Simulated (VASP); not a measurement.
Set up this calculation in VASP 6.6.1, as the native input.

* Task: single point
* Functional: PBE
* Potentials or basis: VASP PAW PBE potentials, release 64 (Re)
* Cutoff: 600 eV
* k mesh: 7 × 7 × 4
* Occupations: methfessel-paxton, width 0.1 eV
* Spin: no spin polarisation
* Dipole correction: no
* Further INCAR settings: ALGO = Normal; EDIFF = 1e-06; NBANDS = 14

The structure of Re lies in POSCAR:

```
Re
1.0
    2.7608000377      0.0000000000      0.0000000000
   -1.3804000188      2.3909229674      0.0000000000
    0.0000000000      0.0000000000      4.4582000000
Re
2
Direct
    0.3393618043      0.6714843441      0.2423786262
    0.6727225080      0.3381939965      0.7583385188
```

The input as run:

INCAR

```
ALGO = Normal ; EDIFF = 1E-6
ENCUT = 600 ; GGA = PE
GGA_COMPAT = False ; ISIF = 2
ISMEAR = 1 ; LASPH = True
LCHARG = True ; LELF = True
LREAL = False ; LVHAR = True
LWAVE = False ; NBANDS = 14
NELM = 120 ; PREC = Accurate
SIGMA = 0.1
```

KPOINTS

```
k-points
0
Gamma
  7 7 4
```

Potentials or basis: VASP PAW PBE potentials, release 64 (Re).

Launch:

```console
$ cat potpaw_PBE.64/Re/POTCAR > POTCAR
$ mpirun -np 1 vasp_std > vasp.out
```

Results of the run:

- Pressure: 6.1 GPa
- Largest force: 0.032 eV/Å
- Band gap on the k mesh: zero (bands 7 and 8 overlap by 2.50 eV)

Caveat: the k points lie up to 0.38 Å⁻¹ apart, too coarse for converged energies and pressures of a metal; spin-orbit coupling is left out, which moves the levels of the heavy elements.

It took 47 s on 1 thread of Intel(R) Xeon(R) Platinum 8259CL CPU @ 2.50GHz (Skylake/Cascade Lake), with other jobs on the host, peak memory 0.18 GiB.
